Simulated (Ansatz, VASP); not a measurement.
**Ge in VASP and in Ansatz**

```xyz
1
Lattice="2.8343 0.0000 0.0000 0.0000 2.8343 0.0000 0.0000 0.0000 2.8343" Properties=species:S:1:pos:R:3 pbc="T T T"
Ge    0.0000    0.0000    0.0000
```

Alike in both runs: task single point; functional BLYP; k mesh 18 × 18 × 18; occupations fermi-dirac, width 0.1 eV; no spin polarisation.

|  | VASP | Ansatz |
| --- | --- | --- |
| version | VASP 6.6.1 | Ansatz 0.2.0 |
| potentials or method | VASP PAW PBE potentials, release 64 (Ge_d), cutoff 520 eV | plane waves (420 eV) with PAW, scalar-relativistic |
| valence electrons in the cell | 14 | 14 |

```tsv
	VASP	Ansatz	Ansatz less VASP
pressure (GPa)	-1.9	-2.0	-0.13
```

VASP's potentials were made for PBE, not for BLYP. With one functional, cell and mesh, what is left measures potentials, basis and numerics.
